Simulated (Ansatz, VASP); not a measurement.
Two plane-wave programs on Zr2TiB2

Contents of INCAR:

```
SYSTEM = Zr2TiB2
PREC = Accurate
ENCUT = 600
EDIFF = 1E-6
ISMEAR = 0
SIGMA = 0.1
LREAL = .False.
LASPH = .True.
NELM = 60
ALGO = Normal
ISIF = 3
LWAVE = .False.
LCHARG = .False.
GGA = PE
IBRION = 2
NSW = 90
EDIFFG = -0.04
```

Contents of KPOINTS:

```
Automatic mesh
0
Gamma
  6 6 6
  0 0 0
```

File POSCAR:

```
Zr2TiB2
1.0
   -1.9225543200      1.9225543200      4.4012053300
    1.9225543200     -1.9225543200      4.4012053300
    1.9225543200      1.9225543200     -4.4012053300
Zr Ti B
2 1 2
Direct
    0.3672465400      0.3672465400      0.0000000000
    0.6327534600      0.6327534600      0.0000000000
    0.0000000000      0.0000000000      0.0000000000
    0.2500000000      0.7500000000      0.5000000000
    0.7500000000      0.2500000000      0.5000000000
```

Input for Ansatz:

```yaml
crystal:
  lattice:
    - [-1.92255432, 1.92255432, 4.40120533]
    - [1.92255432, -1.92255432, 4.40120533]
    - [1.92255432, 1.92255432, -4.40120533]
  atoms:
    - { symbol: Zr, position: [0.36724654, 0.36724654, 0.0] }
    - { symbol: Zr, position: [0.63275346, 0.63275346, 0.0] }
    - { symbol: Ti, position: [0.0, 0.0, 0.0] }
    - { symbol: B, position: [0.25, 0.75, 0.5] }
    - { symbol: B, position: [0.75, 0.25, 0.5] }
basis:
  ecutwfc: 420
kpoints:
  mp_grid: { grid: [6, 6, 6] }
hamiltonian:
  xc: pbe
scf:
  occupations: { method: gaussian, width: 0.1 }
  lower_state_search: "off"
output:
  forces: true
  stress: true
  eigenvalues: true
relax:
  adjacent_minimum: "off"
  f_tol: 0.04
  max_steps: 70
  cell: { stress_tol: 0.4 }
```

Change from the starting cell: species swapped into the YSi2Ru2 type (I4/mmm, No. 139).

Alike in both runs: task relaxation of cell and atoms; functional PBE; k mesh 6 × 6 × 6; occupations gaussian, width 0.1 eV; no spin polarisation.

|  | VASP | Ansatz |
| --- | --- | --- |
| version | VASP 6.6.1 | Ansatz 0.2.0 |
| potentials or method | VASP PAW PBE potentials, release 64 (Zr_sv, Ti_sv, B), cutoff 600 eV | scalar-relativistic, plane waves, PAW |
| valence electrons in the cell | 42 | 42 |

VASP gave:

- gap on the k mesh at the Fermi level, each at its own relaxed structure (eV): none
- relaxed volume (Å³/atom): 16.93
- relaxed cell length with the largest relative difference (Å): 5.310

Q: What did Ansatz give for the same quantities?

A: gap on the k mesh at the Fermi level, each at its own relaxed structure (eV): none; relaxed volume (Å³/atom): 16.92; relaxed cell length with the largest relative difference (Å): 5.311.

A gap of «none» marks a metal or a gap that the smearing closes.

The k mesh is coarse, so the values compare programs but aren't converged. Noted on VASP's run: the volume moved by over 15 % at a fixed basis, so the end points are rough.
